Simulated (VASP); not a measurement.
BeS:

```
CELL_PARAMETERS angstrom
0.00000 2.22461 2.22461
2.22461 0.00000 2.22461
2.22461 2.22461 0.00000
ATOMIC_POSITIONS crystal
Be 0.00000 0.00000 0.00000
S 0.50000 0.50000 0.50000
```

This cell differs from its parent crystal: strain -4.0%.

Base run:

| Property | Result |
| --- | --- |
| Program | VASP 6.6.1 |
| Functional | PBE |
| Potentials or basis | VASP PAW PBE potentials, release 64 (Be, S) |
| Cutoff | 520 eV |
| k mesh | 6 × 6 × 6 |
| Occupations | gaussian, width 0.01 eV |
| Spin | no spin polarisation |

Its results: band gap on the k mesh 1.03 eV, indirect (least direct gap 4.30 eV); pressure 16.3 GPa.

Question: The run is repeated on the same cell with these changes: k mesh from 6 × 6 × 6 to 10 × 10 × 10; occupations from gaussian, width 0.01 eV to fermi-dirac, width 0.02 eV. What comes out?

Answer: Band gap on the k mesh 1.09 eV, indirect (least direct gap 4.31 eV); pressure 16.0 GPa.

A k mesh can miss the band edges.
